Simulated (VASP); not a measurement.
A run of VASP 6.6.1 is set up as follows.

INCAR

```
SYSTEM = ScPt
PREC     = Accurate       ! precision mode
ENCUT    = 520            ! plane-wave cutoff, eV
EDIFF    = 1E-8           ! SCF threshold, eV
ISMEAR   = -1             ! smearing method
SIGMA    = 0.05           ! smearing width, eV
LREAL    = .False.        ! projectors in reciprocal space
LASPH    = .True.         ! aspherical terms in the spheres
NELM     = 80             ! most SCF steps
ALGO     = Normal         ! electronic algorithm
ISIF     = 2              ! what is computed and relaxed
LWAVE    = .False.        ! write WAVECAR
LCHARG   = .False.        ! write CHGCAR
LEFG     = .True.       
NBANDS   = 18             ! bands
```

KPOINTS

```
regular mesh
0
Gamma
  10 10 10
  0 0 0
```

POSCAR

```
ScPt
1.0
    3.2032465755      0.0000000000      0.0000000000
    0.0000000000      3.2032465755      0.0000000000
    0.0000000000      0.0000000000      3.2032465755
Sc Pt
1 1
Direct
    0.5000000000      0.5000000000      0.5000000000
    0.0000000000      0.0000000000      0.0000000000
```

Potentials or basis: VASP PAW LDA potentials, release 64 (Sc_sv, Pt).

The run is started by

```bash
$ cat potpaw_LDA.64/Sc_sv/POTCAR potpaw_LDA.64/Pt/POTCAR > POTCAR
$ mpirun -np 1 vasp_std > vasp.out
```

Task: Predict the pressure.

Result: 5.1 GPa.

Caveat: without QUAD_EFG the Cq values of the log hold for a quadrupole moment of 1 mb, not for the nuclei.
